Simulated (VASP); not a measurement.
Write the native input for VASP 6.6.1 that does the following.

- Task: single point
- Functional: PBE
- Potentials or basis: VASP PAW PBE potentials, release 64 (N, Al)
- Cutoff: 520 eV
- k mesh: 6 × 6 × 1
- Occupations: gaussian, width 0.05 eV
- Spin: no spin polarisation
- Dipole correction: yes
- Further INCAR settings: LREAL = Auto; ALGO = Normal; EDIFF = 1e-06; NBANDS = 86

The structure of AlN lies in POSCAR:

```
AlN
1.0
    6.2604791255      0.0000000000      0.0000000000
   -3.1302395627      5.4217339625      0.0000000000
    0.0000000000      0.0000000000     25.1213864809
N Al
16 16
Direct
    0.1666666667      0.3333333333      0.3383571208
    0.1666666667      0.8333333333      0.3383571208
    0.6666666667      0.3333333333      0.3383571208
    0.6666666667      0.8333333333      0.3383571208
    0.3333333333      0.1666666667      0.4382317766
    0.3333333333      0.6666666667      0.4382317766
    0.8333333333      0.1666666667      0.4382317766
    0.8333333333      0.6666666667      0.4382317766
    0.1666666667      0.3333333333      0.5403091968
    0.1666666667      0.8333333333      0.5403091968
    0.6666666667      0.3333333333      0.5403091968
    0.6666666667      0.8333333333      0.5403091968
    0.3333333333      0.1666666667      0.6391514085
    0.3333333333      0.6666666667      0.6391514085
    0.8333333333      0.1666666667      0.6391514085
    0.8333333333      0.6666666667      0.6391514085
    0.3333333333      0.1666666667      0.3620189119
    0.3333333333      0.6666666667      0.3620189119
    0.8333333333      0.1666666667      0.3620189119
    0.8333333333      0.6666666667      0.3620189119
    0.1666666667      0.3333333333      0.4618935677
    0.1666666667      0.8333333333      0.4618935677
    0.6666666667      0.3333333333      0.4618935677
    0.6666666667      0.8333333333      0.4618935677
    0.3333333333      0.1666666667      0.5597172907
    0.3333333333      0.6666666667      0.5597172907
    0.8333333333      0.1666666667      0.5597172907
    0.8333333333      0.6666666667      0.5597172907
    0.1666666667      0.3333333333      0.6594370532
    0.1666666667      0.8333333333      0.6594370532
    0.6666666667      0.3333333333      0.6594370532
    0.6666666667      0.8333333333      0.6594370532
```

The input as run:

INCAR

```
SYSTEM = AlN
PREC     = Accurate       ! precision mode
ENCUT    = 520            ! plane-wave cutoff, eV
EDIFF    = 1E-6           ! SCF threshold, eV
ISMEAR   = 0              ! smearing method
SIGMA    = 0.05           ! smearing width, eV
LREAL    = Auto         
LASPH    = .TRUE.         ! aspherical terms in the spheres
NELM     = 80             ! most SCF steps
ALGO     = Normal         ! electronic algorithm
ISIF     = 2              ! what is computed and relaxed
LWAVE    = .FALSE.        ! write WAVECAR
LCHARG   = .FALSE.        ! write CHGCAR
LDIPOL   = .TRUE.       
IDIPOL   = 3            
DIPOL    = 0.5 0.5 0.500
GGA      = PE             ! functional
NBANDS   = 86             ! bands
```

KPOINTS

```
Automatic mesh
0
G
  6 6 1
  0 0 0
```

Potentials or basis: VASP PAW PBE potentials, release 64 (N, Al).

The run is started by

```sh
$ cat potpaw_PBE.64/N/POTCAR potpaw_PBE.64/Al/POTCAR > POTCAR
$ mpirun -np 1 vasp_std > vasp.out
```

Results of the run:

```
Largest force          : 2.705 eV/Å
Band gap on the k mesh : zero (bands 64 and 65 overlap by 0.13 eV)
```

Run time: 38 min on 1 thread of Intel(R) Xeon(R) Platinum 8259CL CPU @ 2.50GHz (Skylake/Cascade Lake) (shared host), peak memory 1 GiB.
